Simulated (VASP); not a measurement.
TiC (rock salt type): single point with HSE06

Crystal: TiC (rock salt type).

```xyz
2
Lattice="0.0000 2.1935 2.1935 2.1935 0.0000 2.1935 2.1935 2.1935 0.0000" Properties=species:S:1:pos:R:3 pbc="T T T"
Ti    0.0000    0.0000    0.0000
C     2.1935    2.1935    2.1935
```

| Property | Result |
| --- | --- |
| Program | VASP 6.6.1 |
| Task | single point |
| Functional | HSE06 |
| Potentials or basis | VASP PAW PBE potentials, release 64 (Ti_sv, C) |
| Cutoff | 520 eV |
| k mesh | 4 × 4 × 4 |
| Occupations | fermi-dirac, width 0.1 eV |
| Spin | no spin polarisation |
| Dipole correction | no |
| Grid for exact exchange (PRECFOCK) | Normal |
| Further INCAR settings | ALGO = Normal; EDIFF = 1e-06; NBANDS = 15 |
| Share of exact exchange | 0.25 |
| Screening parameter | 0.2079 1/Å |

The pressure is -13.5 GPa and the band gap on the k mesh is zero (bands 8 and 9 overlap by 1.54 eV).

Levels at points of the mesh, in eV from the Fermi level:
```csv
k point,band 6,band 7,band 8,band 9,band 10,band 11
"(0.00, 0.00, 0.00)",1.51,1.51,1.51,2.07,2.07,2.07
"(0.50, 0.00, 0.00)",-6.44,-3.16,-3.16,3.99,3.99,5.20
"(0.50, 0.50, 0.00)",-4.01,-1.21,-0.04,-0.04,3.32,4.63
```

Run time: 5.6 min on 1 thread of Intel Xeon 8259CL (shared host), peak memory 0.24 GiB.

Caveat: the k points lie up to 0.62 Å⁻¹ apart, too coarse for converged energies and pressures of a metal; the PAW data sets were made with another functional, which shifts forces and pressure a little.
